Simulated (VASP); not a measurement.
Wanted: the native input for a VASP 6.6.1 run.

```
Task                   : single point
Functional             : LDA
Potentials or basis    : VASP PAW LDA potentials, release 64 (C, H)
Cutoff                 : 520 eV
k mesh                 : 2 × 2 × 2
Occupations            : fermi-dirac, width 0.02 eV
Spin                   : collinear spin
Starting moments       : [0.0, 0.0, 0.0, 0.0, 0.07, 0.0, 0.0, 0.0, 0.0, 0.0, 0.0, 0.0, 0.0, 0.0, 0.0, 0.0, 0.26] μB
Dipole correction      : no
Further INCAR settings : LREAL = Auto; ALGO = Normal; EDIFF = 1e-06; NBANDS = 50
```

The structure of HC16 (a cell with a defect) lies in POSCAR:

```
HC16
1.0
    0.0000000000      3.5700000000      3.5700000000
    3.5700000000      0.0000000000      3.5700000000
    3.5700000000      3.5700000000      0.0000000000
C H
16 1
Direct
   -0.0017366947     -0.0237815126      0.0037535014
    0.1252661064      0.1296638655      0.1237815126
   -0.0025770308     -0.0122969188      0.5153501401
    0.1377170868      0.1120588235      0.6295098039
   -0.0034873950      0.4932072829      0.0041876751
    0.1166246499      0.6239915966      0.1389775910
    0.0040896359      0.4810644258      0.5136134454
    0.1232773109      0.6062745098      0.6237815126
    0.5128151261     -0.0096778711     -0.0065406162
    0.6359383754      0.1168067227      0.1176470588
    0.5151260504     -0.0037254902      0.4957422969
    0.6375490196      0.1212745098      0.6244117647
    0.5083053221      0.4854481793     -0.0029551821
    0.6307843137      0.6075630252      0.1223529412
    0.4964145658      0.4804481793      0.5160504202
    0.6259523810      0.6242997199      0.6308823529
    0.2470168067      0.7459803922      0.2573809524
```

One way to write it, as run:

INCAR

```
ALGO = Normal
EDIFF = 1E-6
ENCUT = 520
GGA = CA
ISIF = 2
ISMEAR = -1
ISPIN = 2
LASPH = True
LCHARG = False
LORBIT = 11
LREAL = Auto
LWAVE = False
MAGMOM = 0 0 0 0 0.07 0 0 0 0 0 0 0 0 0 0 0 0.26
NBANDS = 50
NELM = 150
PREC = Accurate
SIGMA = 0.02
```

KPOINTS

```
k-points
0
Gamma
  2 2 2
```

Potentials or basis: VASP PAW LDA potentials, release 64 (C, H).

Run with:

```bash
$ cat potpaw_LDA.64/C/POTCAR potpaw_LDA.64/H/POTCAR > POTCAR
$ mpirun -np 1 vasp_std > vasp.out
```

Results of the run:

```yaml
Pressure: 3.6 GPa
Largest_force: 4.769 eV/Å
Net_moment: 0.75 μB per cell
Site_moments: C +0.02, +0.01, +0.08, +0.00; H +0.20 μB
Valence_electrons_inside_the_program's_atomic_spheres: C 2.60, 2.51, 2.56, 2.58, 2.62, 2.55, 2.57, 2.64; H 0.57
```

Caveat: the k points lie up to 0.76 Å⁻¹ apart.

Wall time 76 s on 1 thread of AMD EPYC 9R45 96-Core Processor (Zen 5) (shared host), peak memory 0.2 GiB.
